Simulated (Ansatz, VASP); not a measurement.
# Two plane-wave programs on Sc

```
Sc
1.0
     0.00000    2.25934    2.25934
     2.25934    0.00000    2.25934
     2.25934    2.25934    0.00000
Sc
1
Direct
  0.00000 0.00000 0.00000
```

Alike in both runs: task single point; functional BLYP; k mesh 13 × 13 × 13; occupations fermi-dirac, width 0.1 eV; no spin polarisation.

|  | VASP | Ansatz |
| --- | --- | --- |
| version | VASP 6.6.1 | Ansatz 0.2.0 |
| potentials or method | VASP PAW PBE potentials, release 64 (Sc_sv), cutoff 520 eV | plane waves (420 eV) with PAW, scalar-relativistic |
| valence electrons in the cell | 11 | 11 |

|  | VASP | Ansatz | Ansatz less VASP |
| --- | --- | --- | --- |
| pressure (GPa) | 4.7 | 4.6 | -0.02 |

VASP's potentials were made for PBE, not for BLYP.
